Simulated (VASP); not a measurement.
# Cu7O8 (a cell with a defect) in VASP: notebook

Runs on Cu7O8 (a cell with a defect). Level: PBEsol. Tasks: single point.

All numbers are computed with VASP 6.6.1; they aren't measurements. Logs are shortened: lines on timing, memory, paths and dates and some standing lists are left out, and cuts for length are marked.

### 1 The cell of the first run

The cell holds a defect, 15 atoms: a = 5.941 Å, b = 5.941 Å, c = 5.221 Å, α = 96.86°, β = 96.86°, γ = 73.30°.

### 2 Single point, PBEsol

The input, INCAR:

```
PREC = Accurate ; ENCUT = 520
EDIFF = 1E-7 ; ISMEAR = -1
SIGMA = 0.05 ; LREAL = Auto
LASPH = True ; NELM = 100
ALGO = Normal ; ISIF = 2
LWAVE = False ; LCHARG = True
GGA = PS ; LELF = True
LVHAR = True ; NELECT = 126.0
NBANDS = 76
```

The input, KPOINTS:

```
regular mesh
0
Gamma
  2 2 2
```

The input, POSCAR:

```
Cu7O8
1.0
    4.7666640000     -3.5465400000      0.0000000000
    4.7666640000      3.5465400000      0.0000000000
   -0.7774020000      0.0000000000      5.1631830000
Cu O
7 8
Direct
   -0.0150048812      0.2928162628      0.0012008097
    0.2451729143     -0.0259645887      0.5205703536
   -0.0068151258      0.7419710151      0.0089286008
    0.2488713056      0.5178376785      0.4920801761
    0.5021440324      0.2483473743     -0.0032925426
    0.7720089094     -0.0140811953      0.4895623494
    0.7491770258      0.4924761286      0.5089302471
    0.2770616092      0.2718452574      0.2443453970
    0.2318106732      0.2506741288      0.7156438189
    0.2451935850      0.7237727072      0.2399488842
    0.2015822605      0.7530211277      0.7483561981
    0.7734131911      0.2254424929      0.2442872933
    0.7160666633      0.2620466889      0.7600156725
    0.8115157377      0.7285616472      0.2620670234
    0.7610130001      0.7711073455      0.7139200760
```

Potentials or basis: VASP PAW PBE potentials, release 64 (Cu, O).

Started as:

```bash
$ cat potpaw_PBE.64/Cu/POTCAR potpaw_PBE.64/O/POTCAR > POTCAR
$ mpirun -np 1 vasp_std > vasp.out
```

OUTCAR:

```text
PREC = Accurate
   ENCUT = 520
   EDIFF = 1E-7
   ISMEAR = -1
   LREAL = Auto
   LASPH = True
   NELM = 100
   ISIF = 2
   GGA = PS
   NELECT = 126.0

 ion  position               nearest neighbor table
   1  0.985  0.293  0.001-  13 1.95   8 2.01  12 2.04   9 2.16   3 2.68
   2  0.245  0.974  0.521-   9 1.81  10 1.96  11 1.96   4 2.69   6 2.78
   3  0.993  0.742  0.009-  10 1.79  14 1.83  15 1.93  11 1.96   1 2.68
   4  0.249  0.518  0.492-  11 1.80   8 1.82  10 1.90   9 2.11   2 2.69
   5  0.502  0.248  0.997-  13 1.90  12 1.92   8 1.93   9 2.04
   6  0.772  0.986  0.490-  14 1.80  15 1.85  13 2.01  12 2.03   2 2.78
   7  0.749  0.492  0.509-  15 1.88  12 1.96  13 2.07  14 2.15
   8  0.277  0.272  0.244-   4 1.82   5 1.93   1 2.01
   9  0.232  0.251  0.716-   2 1.81   5 2.04   4 2.11   1 2.16
  10  0.245  0.724  0.240-   3 1.79   4 1.90   2 1.96
  11  0.202  0.753  0.748-   4 1.80   2 1.96   3 1.96
  12  0.773  0.225  0.244-   5 1.92   7 1.96   6 2.03   1 2.04
  13  0.716  0.262  0.760-   5 1.90   1 1.95   6 2.01   7 2.07
  14  0.812  0.729  0.262-   6 1.80   3 1.83   7 2.15
  15  0.761  0.771  0.714-   6 1.85   7 1.88   3 1.93

  LATTYP: Found a base centered monoclinic cell.
 ALAT       =     9.5333280000
 B/A-ratio  =     0.7440297869
 C/A-ratio  =     0.5476975439
 COS(beta)  =    -0.1488882155

  Lattice vectors:

 A1 = (   4.7666640000,  -3.5465400000,   0.0000000000)
 A2 = (   4.7666640000,   3.5465400000,   0.0000000000)
 A3 = (  -0.7774020000,   0.0000000000,   5.1631830000)

Analysis of symmetry for initial positions (statically):
=====================================================================
 Subroutine PRICEL returns:
 Original cell was already a primitive cell.

 Routine SETGRP: Setting up the symmetry group for a
 base centered monoclinic supercell.

 Subroutine GETGRP returns: Found  1 space group operations
 (whereof  1 operations were pure point group operations)
 out of a pool of  4 trial point group operations.

The static configuration has the point symmetry C_1 .

Analysis of symmetry for dynamics (positions and initial velocities):
=====================================================================
 Subroutine PRICEL returns:
 Original cell was already a primitive cell.

 Routine SETGRP: Setting up the symmetry group for a
 base centered monoclinic supercell.

 Subroutine GETGRP returns: Found  1 space group operations
 (whereof  1 operations were pure point group operations)
 out of a pool of  4 trial point group operations.

The dynamic configuration has the point symmetry C_1 .

 Subroutine INISYM returns: Found  1 space group operations
 (whereof  1 operations are pure point group operations),
 and found     1 'primitive' translations

----------------------------------------------------------------------------------------

                                     Primitive cell

  volume of cell :     174.5689

  direct lattice vectors                    reciprocal lattice vectors
     4.766664000 -3.546540000  0.000000000     0.104895164 -0.140982479  0.015793690
     4.766664000  3.546540000  0.000000000     0.104895164  0.140982479  0.015793690
    -0.777402000  0.000000000  5.163183000     0.000000000  0.000000000  0.193678977

  length of vectors
     5.941298819  5.941298819  5.221380331     0.176432693  0.176432693  0.193678977

  position of ions in fractional coordinates (direct lattice)
     0.984995119  0.292816263  0.001200810
     0.245172914  0.974035411  0.520570354
     0.993184874  0.741971015  0.008928601
     0.248871306  0.517837679  0.492080176
     0.502144032  0.248347374  0.996707457
     0.772008909  0.985918805  0.489562349
     0.749177026  0.492476129  0.508930247
     0.277061609  0.271845257  0.244345397
     0.231810673  0.250674129  0.715643819
     0.245193585  0.723772707  0.239948884
     0.201582260  0.753021128  0.748356198
     0.773413191  0.225442493  0.244287293
     0.716066663  0.262046689  0.760015673
     0.811515738  0.728561647  0.262067023
     0.761013000  0.771107345  0.713920076

  ion indices of the primitive-cell ions
   primitive index   ion index
                 1           1
                 2           2
                 3           3
                 4           4
                 5           5
                 6           6
                 7           7
                 8           8
                 9           9
                10          10
                11          11
                12          12
                13          13
                14          14
                15          15

----------------------------------------------------------------------------------------

 KPOINTS: regular mesh

Automatic generation of k-mesh.
 Grid dimensions read from file:
 generate k-points for:    2    2    2

 Generating k-lattice:

  Cartesian coordinates                     Fractional coordinates (reciprocal lattice)
[... 65 lines left out ...]
  Fermi-wavevector in a.u.,A,eV,Ry     =   1.468507  2.775076 29.341141  2.156513
  Thomas-Fermi vector in A             =   2.583996
   LORBIT       =      0    0 simple, 1 ext, 2 COOP (PROOUT), +10 PAW based schemes
   GGA     = PS    functional components
   LHFCALC =     F    Hartree Fock is set to
   AEXX    =    0.0000 exact exchange contribution
   IVDW    =     0    specifies the selected vdW correction
   LEPSILON=     F    determine dielectric tensor
   LRPA    =     F    only Hartree local field effects (RPA)
 non-spin polarized calculation
  energy-cutoff  :      520.00
  volume of cell :      174.57
 maximum number of plane-waves:      4722
 NGX is ok and might be reduce to    48
   NGX = 23   NGY = 23   NGZ = 19

 number of electron     126.0000005 magnetization

 Free energy of the ion-electron system (eV)
  ---------------------------------------------------
  ext. energy  EPLUGINS =         0.00000000
  ---------------------------------------------------
  free energy    TOTEN  =       -74.83742873 eV

  energy without entropy =      -74.77627097  energy(sigma->0) =      -74.80684985

 E-fermi :   3.6514     XC(G=0): -11.2006

 val. band max:        3.6061769100   @ k =   0.0000   0.5000   0.5000
 cond. band min:       3.6847675155   @ k =   0.0000   0.5000   0.0000
 fundamental gap:      0.0785906054
 Fermi energy:         3.6513582151

 k-point     1 :       0.0000    0.0000    0.0000
  band No.  band energies     occupation
      1     -15.6431      2.00000
      2     -14.9933      2.00000
      3     -14.8616      2.00000
      4     -14.4300      2.00000
      5     -14.3260      2.00000
      6     -14.1906      2.00000
[... 67 lines left out ...]
     74      10.1813      0.00000
     75      10.8713      0.00000

 k-point     2 :       0.5000    0.0000    0.0000
  band No.  band energies     occupation
      1     -15.4124      2.00000
      2     -15.2872      2.00000
      3     -14.7561      2.00000
      4     -14.4222      2.00000
      5     -14.3765      2.00000
      6     -14.2243      2.00000
[... 67 lines left out ...]
     74      10.3742      0.00000
     75      10.6773      0.00000

 k-point     3 :       0.0000    0.5000    0.0000
  band No.  band energies     occupation
      1     -15.4257      2.00000
      2     -15.2089      2.00000
      3     -14.7999      2.00000
      4     -14.4932      2.00000
      5     -14.3883      2.00000
      6     -14.1494      2.00000
[... 379 lines left out ...]
     74      10.3900      0.00000
     75      10.4858      0.00000

 k-point     8 :       0.5000    0.5000    0.5000
  band No.  band energies     occupation
      1     -14.9506      2.00000
      2     -14.9301      2.00000
      3     -14.7222      2.00000
      4     -14.6920      2.00000
      5     -14.6026      2.00000
      6     -14.4744      2.00000
[... 67 lines left out ...]
     74       9.8834      0.00000
     75      10.3342      0.00000
 [bands above 75 left out]

------------------------ aborting loop because EDIFF is reached ----------------------------------------

  FORCE on cell =-STRESS in cart. coord.  units (eV):
  Direction    XX          YY          ZZ          XY          YZ          ZX
  --------------------------------------------------------------------------------------
  -------------------------------------------------------------------------------------
  Total        2.5986388      6.3021787      1.7550894     -1.2802137      1.9973710      2.7311709
  in kB       23.8500664     57.8408123     16.1080478    -11.7496823     18.3316862     25.0664332
  external PRESSURE =      32.5996422 kB  Pullay stress =       0.0000000 kB

 VOLUME and BASIS-vectors are now :
 -----------------------------------------------------------------------------
  energy-cutoff  :      520.00
  volume of cell :      174.57
      direct lattice vectors                 reciprocal lattice vectors
     4.766664000 -3.546540000  0.000000000     0.104895164 -0.140982479  0.015793690
     4.766664000  3.546540000  0.000000000     0.104895164  0.140982479  0.015793690
    -0.777402000  0.000000000  5.163183000     0.000000000  0.000000000  0.193678977

 POSITION                                       TOTAL-FORCE (eV/Angst)
 -----------------------------------------------------------------------------------
      6.08996     -2.45484      0.00620         0.087131     -0.898098     -0.024686
      5.40686      2.58494      2.68780        -0.110211     -0.121274     -1.151824
      8.26396     -0.89094      0.04610         0.303711      0.345716     -1.964326
      3.27210      0.95390      2.54070        -1.161632     -0.387438      0.208526
      2.80250     -0.90010      5.14618        -0.545007      0.645246     -0.218543
      7.99886      0.75864      2.52770         1.218470      1.123549      0.654028
      5.52290     -0.91040      2.62770         0.082721     -0.032957     -0.440825
      2.42650     -0.01850      1.26160        -0.988470     -0.528478     -0.979596
      1.74350      0.06690      3.69500         0.858188      0.550034      1.348737
      4.43220      1.69730      1.23890         1.204227     -0.421220      1.447064
      3.96850      1.95570      3.86390         0.524502      0.163500      0.474587
      4.57130     -1.94340      1.26130         0.116479      0.208865      0.738565
      4.07150     -1.61020      3.92410         0.501934     -0.436704     -0.824942
      7.13730     -0.29420      1.35310        -1.277381     -0.341790     -0.508980
      6.74810      0.03580      3.68610        -0.814663      0.131049      1.242216
 -----------------------------------------------------------------------------------
    total drift:                                0.003550      0.001223      0.004625

  FREE ENERGIE OF THE ION-ELECTRON SYSTEM (eV)
  ---------------------------------------------------
  free  energy   TOTEN  =       -74.8374287303 eV

  energy  without entropy=      -74.7762709657  energy(sigma->0) =      -74.80684985
```

Run time: 6.5 min. Hardware: 1 thread of Intel Xeon Platinum 8259CL at 2.50GHz (Skylake/Cascade Lake), shared host; peak memory 0.32 GiB.

What came out:

| Item | Value |
| --- | --- |
| Free energy | -74.8374 eV |
| Largest force | 2.018 eV/Å |

Forces on the atoms (eV/Å):
```
Cu   0.087 -0.898 -0.025
Cu  -0.110 -0.121 -1.152
Cu   0.304  0.346 -1.964
Cu  -1.162 -0.387  0.209
Cu  -0.545  0.645 -0.219
Cu   1.218  1.124  0.654
Cu   0.083 -0.033 -0.441
O   -0.988 -0.528 -0.980
O    0.858  0.550  1.349
O    1.204 -0.421  1.447
O    0.525  0.164  0.475
O    0.116  0.209  0.739
O    0.502 -0.437 -0.825
O   -1.277 -0.342 -0.509
O   -0.815  0.131  1.242
```

Levels at points of the mesh, in eV from the Fermi level:
```
           k point  band 61  band 62  band 63  band 64  band 65  band 66
(0.00, 0.00, 0.00)    -0.32     0.25     0.27     0.48     0.68     0.89
(0.50, 0.00, 0.00)    -0.49    -0.15     0.06     0.65     0.77     0.87
(0.00, 0.50, 0.00)    -0.64    -0.32     0.03     0.39     0.65     0.87
(0.50, 0.50, 0.00)    -0.57    -0.48    -0.23     0.16     0.71     0.83
(0.00, 0.00, 0.50)    -0.32    -0.19    -0.12     0.22     0.37     0.67
(0.50, 0.00, 0.50)    -0.66    -0.42    -0.23    -0.05     0.21     0.50
(0.00, 0.50, 0.50)    -0.62    -0.59    -0.21    -0.05     0.12     0.47
(0.50, 0.50, 0.50)    -0.70    -0.53    -0.50    -0.18    -0.08     0.08
```

Caveat: the k points lie up to 0.61 Å⁻¹ apart; the cell carries a net charge on a neutralising background, which shifts energy and pressure; the cell is charged against a uniform background, so pressure and absolute levels hang on convention; the PAW data sets were made with another functional, which shifts forces and pressure a little; semilocal functionals often make such compounds metallic where correlation or magnetic order opens a gap, which also shifts bond lengths.

### 3 Single point, PBEsol

The input, INCAR:

```
  ALGO = Normal
  EDIFF = 1E-7
  ENCUT = 520
  GGA = PS
  ISIF = 2
  ISMEAR = -1
  LASPH = True
  LCHARG = False
  LREAL = Auto
  LWAVE = False
  NBANDS = 76
  NELECT = 126.0
  NELM = 60
  PREC = Accurate
  SIGMA = 0.05
```

The input, KPOINTS:

```
k-points
0
Gamma
  2 2 2
```

The input, POSCAR:

```
Cu7O8
1.0
    4.7666640000     -3.5465400000      0.0000000000
    4.7666640000      3.5465400000      0.0000000000
   -0.7774020000      0.0000000000      5.1631830000
Cu O
7 8
Direct
   -0.0157242449      0.3052082696     -0.0074953764
    0.2408796666     -0.0129169916      0.5134042315
   -0.0068533694      0.7398744272     -0.0033893821
    0.2342750422      0.4919628167      0.4964379531
    0.4985696281      0.2520476658     -0.0101100426
    0.7959519078     -0.0130901445      0.4937458153
    0.7491336125      0.4984103723      0.5019578039
    0.2663024065      0.2201165465      0.2532739978
    0.2415550690      0.2880510905      0.7435723274
    0.2506309465      0.7253189523      0.2855990191
    0.2175809876      0.7406541801      0.7676659921
    0.7458758331      0.2513092978      0.2330151769
    0.7565770103      0.2670012548      0.7227324695
    0.8162506305      0.6912273684      0.2910220304
    0.7201284930      0.7707130064      0.7643928174
```

Potentials or basis: VASP PAW PBE potentials, release 64 (Cu, O).

Started as:

```bash
$ cat potpaw_PBE.64/Cu/POTCAR potpaw_PBE.64/O/POTCAR > POTCAR
$ mpirun -np 1 vasp_std > vasp.out
```

It took 7.4 min on 1 thread of Intel Xeon Platinum 8259CL at 2.50GHz (Skylake/Cascade Lake), shared host; peak memory 0.32 GiB.

The run converged. Its results:

- Free energy: -74.7920 eV
- Largest force: 1.596 eV/Å

Forces in eV/Å, atoms in the order of the input:
```
Cu  -0.221 -1.143  0.742
Cu   0.555  0.158  0.532
Cu  -0.029 -0.312  1.060
Cu   0.841  0.552  0.304
Cu  -0.086  0.209 -0.014
Cu  -0.906 -0.043  0.282
Cu   0.125  0.617  0.417
O    0.109  0.504 -0.404
O   -1.508 -0.520 -0.034
O   -0.670 -0.205 -0.914
O    0.153  0.543 -0.869
O    0.420 -1.059  0.197
O   -0.654  0.450  0.323
O    1.067  0.687 -0.754
O    0.804 -0.438 -0.868
```

Levels at points of the mesh, in eV from the Fermi level:
| k point | band 61 | band 62 | band 63 | band 64 | band 65 | band 66 |
| --- | --- | --- | --- | --- | --- | --- |
| (0.00, 0.00, 0.00) | -0.37 | 0.16 | 0.34 | 0.44 | 0.57 | 0.89 |
| (0.50, 0.00, 0.00) | -0.51 | -0.19 | 0.09 | 0.54 | 0.76 | 0.86 |
| (0.00, 0.50, 0.00) | -0.60 | -0.19 | 0.08 | 0.35 | 0.66 | 0.76 |
| (0.50, 0.50, 0.00) | -0.54 | -0.47 | -0.17 | 0.33 | 0.49 | 0.79 |
| (0.00, 0.00, 0.50) | -0.30 | -0.22 | -0.02 | 0.19 | 0.47 | 0.69 |
| (0.50, 0.00, 0.50) | -0.67 | -0.32 | -0.18 | -0.10 | 0.13 | 0.71 |
| (0.00, 0.50, 0.50) | -0.63 | -0.39 | -0.29 | -0.15 | 0.13 | 0.35 |
| (0.50, 0.50, 0.50) | -0.57 | -0.47 | -0.40 | -0.24 | -0.15 | 0.07 |

Caveat: the k points lie up to 0.61 Å⁻¹ apart; the cell carries a net charge on a neutralising background, which shifts energy and pressure; the cell is charged against a uniform background, so pressure and absolute levels hang on convention; the PAW data sets were made with another functional, which shifts forces and pressure a little; semilocal functionals often make such compounds metallic where correlation or magnetic order opens a gap, which also shifts bond lengths.

### 4 Single point, PBEsol

The input, INCAR:

```
SYSTEM = Cu7O8
  ALGO = Normal
  EDIFF = 1E-7
  ENCUT = 520
  GGA = PS
  ISIF = 2
  ISMEAR = -1
  LASPH = .TRUE.
  LCHARG = .FALSE.
  LREAL = Auto
  LWAVE = .FALSE.
  NBANDS = 76
  NELECT = 126.0
  NELM = 80
  PREC = Accurate
  SIGMA = 0.05
```

The input, KPOINTS:

```
k-points
0
G
  2 2 2
  0 0 0
```

The input, POSCAR:

```
Cu7O8
1.0
    4.7666640000     -3.5465400000      0.0000000000
    4.7666640000      3.5465400000      0.0000000000
   -0.7774020000      0.0000000000      5.1631830000
Cu O
7 8
Direct
   -0.0054228083      0.2676038600     -0.0003486222
    0.2467182477     -0.0023695956      0.4916734503
    0.0037130627      0.7360606466      0.0146033948
    0.2184325927      0.4742875950      0.5126876192
    0.4969661958      0.2558015678     -0.0099163636
    0.7986739562     -0.0095785942      0.5120291107
    0.7401531082      0.5254649896      0.4910924133
    0.2786191159      0.2304313047      0.2333056953
    0.2210374225      0.2489237568      0.7649157506
    0.2698753922      0.7120810349      0.2705888984
    0.1831662914      0.7715143715      0.7306926754
    0.8141122021      0.2219293986      0.2520731882
    0.7066121965      0.2838621358      0.7397181157
    0.7800471599      0.7436454839      0.2293933800
    0.7496526756      0.7984608097      0.7323583146
```

Started as:

```bash
$ cat potpaw_PBE.64/Cu/POTCAR potpaw_PBE.64/O/POTCAR > POTCAR
$ mpirun -np 1 vasp_std > vasp.out
```

Wall time 7 min (1 thread of Intel Xeon Platinum 8259CL at 2.50GHz (Skylake/Cascade Lake), shared host); peak memory 0.32 GiB.

The run converged. Its results:

* Free energy: -74.7875 eV
* Largest force: 2.061 eV/Å

Forces on the atoms (eV/Å):
```
Cu  -0.511 -0.187 -0.365
Cu  -0.661 -0.701  0.033
Cu   1.234  0.164 -1.162
Cu   1.845  0.863 -0.311
Cu   0.496 -0.827  0.712
Cu   0.617  0.664 -1.368
Cu   0.023 -0.285 -0.208
O   -0.435 -0.128  0.855
O    0.387  0.294 -1.220
O   -0.847  0.131  0.163
O   -0.506 -0.526  0.146
O   -0.818  1.416  0.474
O    0.709 -0.450  0.219
O   -0.283 -0.051  1.418
O   -1.252 -0.379  0.613
```

Levels at points of the mesh, in eV from the Fermi level:
| k point | band 61 | band 62 | band 63 | band 64 | band 65 | band 66 |
| --- | --- | --- | --- | --- | --- | --- |
| (0.00, 0.00, 0.00) | -0.39 | 0.24 | 0.33 | 0.40 | 0.48 | 0.81 |
| (0.50, 0.00, 0.00) | -0.52 | -0.18 | 0.19 | 0.52 | 0.61 | 0.75 |
| (0.00, 0.50, 0.00) | -0.59 | -0.32 | 0.15 | 0.38 | 0.61 | 0.70 |
| (0.50, 0.50, 0.00) | -0.54 | -0.43 | -0.27 | 0.27 | 0.60 | 0.68 |
| (0.00, 0.00, 0.50) | -0.35 | -0.17 | -0.13 | 0.28 | 0.35 | 0.69 |
| (0.50, 0.00, 0.50) | -0.65 | -0.43 | -0.27 | -0.04 | 0.21 | 0.50 |
| (0.00, 0.50, 0.50) | -0.73 | -0.36 | -0.25 | -0.03 | 0.04 | 0.49 |
| (0.50, 0.50, 0.50) | -0.63 | -0.44 | -0.37 | -0.22 | -0.11 | 0.01 |

Caveat: the k points lie up to 0.61 Å⁻¹ apart; the cell carries a net charge on a neutralising background, which shifts energy and pressure; the cell is charged against a uniform background, so pressure and absolute levels hang on convention; the PAW data sets were made with another functional, which shifts forces and pressure a little; semilocal functionals often make such compounds metallic where correlation or magnetic order opens a gap, which also shifts bond lengths.
